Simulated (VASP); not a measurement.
Wanted: the native input for a VASP 6.6.1 run.

```yaml
Task: single point
Functional: PBE-based global hybrid with 15 % exact exchange
Potentials_or_basis: VASP PAW PBE potentials, release 64 (Hf_pv, B)
Cutoff: 520 eV
k_mesh: 6 × 6 × 5
Occupations: fermi-dirac, width 0.05 eV
Spin: no spin polarisation
Dipole_correction: no
Grid_for_exact_exchange_PRECFOCK: Normal
Share_of_exact_exchange: 0.15
Further_INCAR_settings: ALGO = Normal; EDIFF = 1e-06; NBANDS = 15
```

The system is HfB2.

```
CELL_PARAMETERS angstrom
3.14000 0.00000 0.00000
-1.57000 2.71932 0.00000
0.00000 0.00000 3.48000
ATOMIC_POSITIONS crystal
Hf 0.00000 0.00000 0.00000
B 0.66667 0.33333 0.50000
B 0.33333 0.66667 0.50000
```

One way to write it, as run:

POSCAR

```
HfB2
1.0
    3.1400000000      0.0000000000      0.0000000000
   -1.5700000000      2.7193197679      0.0000000000
    0.0000000000      0.0000000000      3.4800000000
Hf B
1 2
Direct
    0.0000000000      0.0000000000      0.0000000000
    0.6666666667      0.3333333333      0.5000000000
    0.3333333333      0.6666666667      0.5000000000
```

INCAR.step1

```
SYSTEM = HfB2
PREC     = Accurate       ! precision mode
ENCUT    = 520            ! plane-wave cutoff, eV
EDIFF    = 1E-5           ! SCF threshold, eV
ISMEAR   = -1             ! smearing method
SIGMA    = 0.05           ! smearing width, eV
LREAL    = .False.        ! projectors in reciprocal space
LASPH    = .True.         ! aspherical terms in the spheres
NELM     = 60             ! most SCF steps
ALGO     = Normal         ! electronic algorithm
ISIF     = 2              ! what is computed and relaxed
LWAVE    = .True.         ! write WAVECAR
LCHARG   = .False.        ! write CHGCAR
NBANDS   = 15             ! bands
GGA      = PE             ! functional
```

INCAR.step2

```
SYSTEM = HfB2
PREC     = Accurate       ! precision mode
ENCUT    = 520            ! plane-wave cutoff, eV
EDIFF    = 1E-6           ! SCF threshold, eV
ISMEAR   = -1             ! smearing method
SIGMA    = 0.05           ! smearing width, eV
LREAL    = .False.        ! projectors in reciprocal space
LASPH    = .True.         ! aspherical terms in the spheres
NELM     = 60             ! most SCF steps
ALGO     = Normal         ! electronic algorithm
ISIF     = 2              ! what is computed and relaxed
LWAVE    = .False.        ! write WAVECAR
LCHARG   = .False.        ! write CHGCAR
GGA      = PE             ! functional
LHFCALC  = .True.         ! exact exchange
AEXX     = 0.15           ! exact-exchange fraction
PRECFOCK = Normal       
NBANDS   = 15             ! bands
ISTART   = 1
```

KPOINTS

```
regular mesh
0
Gamma
  6 6 5
  0 0 0
```

Potentials or basis: VASP PAW PBE potentials, release 64 (Hf_pv, B).

Command:

```sh
$ cat potpaw_PBE.64/Hf_pv/POTCAR potpaw_PBE.64/B/POTCAR > POTCAR
$ cp INCAR.step1 INCAR
$ mpirun -np 1 vasp_std > vasp.out
$ cp INCAR.step2 INCAR
$ mpirun -np 1 vasp_std > vasp.out
```

Results of the run:

```
Pressure               : -1.5 GPa
Band gap on the k mesh : zero (bands 8 and 9 overlap by 0.98 eV)
```

Caveat: the k points lie up to 0.39 Å⁻¹ apart, too coarse for converged energies and pressures of a metal; the PAW data sets were made with another functional, which shifts forces and pressure a little; spin-orbit coupling is left out, which moves the levels of the heavy elements.

Run time: 32 min on 1 thread of Intel(R) Xeon(R) Platinum 8259CL CPU @ 2.50GHz (Skylake/Cascade Lake), on a shared host, peak memory 0.17 GiB.
